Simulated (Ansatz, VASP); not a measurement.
## KTaO3 in VASP and in Ansatz

```
K Ta O
1.0
     4.05106    0.00000    0.00000
     0.00000    4.05106    0.00000
     0.00000    0.00000    4.05106
K Ta O
1 1 3
Cartesian
  0.0000 0.0000 0.0000
  2.0255 2.0255 2.0255
  0.0000 2.0255 2.0255
  2.0255 2.0255 0.0000
  2.0255 0.0000 2.0255
```

Alike in both runs: task single point; functional PBE; k mesh 8 × 8 × 8; occupations gaussian, width 0.05 eV; no spin polarisation.

|  | VASP | Ansatz |
| --- | --- | --- |
| version | VASP 6.6.1 | Ansatz 0.2.0 |
| potentials or method | VASP PAW PBE potentials, release 64 (K_sv, Ta_pv, O), cutoff 520 eV | scalar-relativistic, plane waves, PAW |
| valence electrons in the cell | 38 | 40 |

|  | VASP | Ansatz | Ansatz less VASP |
| --- | --- | --- | --- |
| gap on the k mesh at the Fermi level (eV) | 2.07 | 2.11 | +0.044 |
| least direct gap on the mesh (eV) | 2.71 | 2.74 | +0.035 |
| pressure (GPa) | -3.0 | -3.6 | -0.53 |

VASP's potentials hold 38 valence electrons a cell and Ansatz's 40, so a difference there can come from the potentials and not from the codes.

Neither program's run includes spin-orbit coupling.
